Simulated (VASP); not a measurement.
The system is PtS2.

```xyz
3
Lattice="3.6457 0.0000 0.0000 -1.8229 3.1573 0.0000 0.0000 0.0000 7.2531" Properties=species:S:1:pos:R:3 pbc="T T T"
Pt    0.0000    0.0000    0.0000
S     0.0000    2.1048    1.3705
S     1.8229    1.0524    5.8826
```

```yaml
Program: VASP 6.6.1
Task: relaxation of the atoms
Functional: PBE
Potentials_or_basis: VASP PAW PBE potentials, release 64 (Pt, S)
Cutoff: 520 eV
k_mesh: 12 × 12 × 6
Occupations: gaussian, width 0.05 eV
Spin: no spin polarisation
```

At the start: pressure -9.4 GPa; volume 27.83 Å³/atom.

**Question.** How do energy, volume and symmetry change on relaxing?

**Answer.** Over 5 steps the energy falls by 119.5 meV/atom at a fixed cell; space group P-3m1 (No. 164, to 0.1 Å) before and after.

Step by step:
```
step  energy change (eV)  largest force (eV/Å)  pressure (GPa)
   1              0.0000                1.8530           -9.38
   2             -0.2597                1.0258           -6.14
   3             -0.3586                0.0165           -2.13
   4             -0.3585                0.0260           -1.96
   5             -0.3586                0.0079           -2.03
```

Final structure:
```
Pt S
1.0
     3.64570    0.00000    0.00000
    -1.82285    3.15727    0.00000
     0.00000    0.00000    7.25313
Pt S
1 2
Direct
  0.00000 0.00000 0.00000
  0.33333 0.66667 0.16357
  0.66667 0.33333 0.83643
```

Caveat: this functional lacks dispersion, which binds layers or chains, so the pressure and a relaxed spacing across them are unreliable.
